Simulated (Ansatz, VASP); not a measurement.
One calculation of La2MgReO6, two programs

```
CELL_PARAMETERS angstrom
0.00000 5.63415 0.00000
5.63415 0.00000 0.00000
2.81707 2.81707 -4.04258
ATOMIC_POSITIONS crystal
Re 0.50000 0.50000 0.00000
O 0.25700 0.25700 0.48600
O 0.74300 0.74300 0.51400
O 0.22380 0.29340 0.00000
O 0.29340 0.77620 0.00000
O 0.77620 0.70660 0.00000
O 0.70660 0.22380 0.00000
La 0.75000 0.25000 0.50000
La 0.25000 0.75000 0.50000
Mg 0.00000 0.00000 0.00000
```

Alike in both runs: task single point; functional PBE; k mesh 5 × 5 × 5; occupations methfessel-paxton of order 1, width 0.15 eV; no spin polarisation; Hubbard terms La f U = 1.0 eV.

|  | VASP | Ansatz |
| --- | --- | --- |
| version | VASP 6.6.1 | Ansatz 0.2.0 |
| potentials or method | VASP PAW PBE potentials, release 64 (Re, O, La, Mg), cutoff 520 eV | PAW plane waves |
| valence electrons in the cell | 67 | 83 |

```tsv
	VASP	Ansatz	Ansatz less VASP
gap on the k mesh at the Fermi level (eV)	none	none	-
pressure (GPa)	0.6	-0.7	-1.27
traceless stress, the component that is largest in VASP (GPa)	-1.36	-1.22	+0.137
rms of the force components (eV/Å)	0.837	0.680	-0.1577
```

The programs project onto different local orbitals, so the same U acts differently, and such runs can settle in different states. Atom by atom the forces differ by 0.158 eV/Å (rms over components). A gap of «none» marks a metal or a gap that the smearing closes. VASP's potentials hold 67 valence electrons a cell and Ansatz's 83, so a difference there can come from the potentials and not from the codes. Ansatz's warnings: filled band counts differ across k points.

Neither program's run includes spin-orbit coupling.
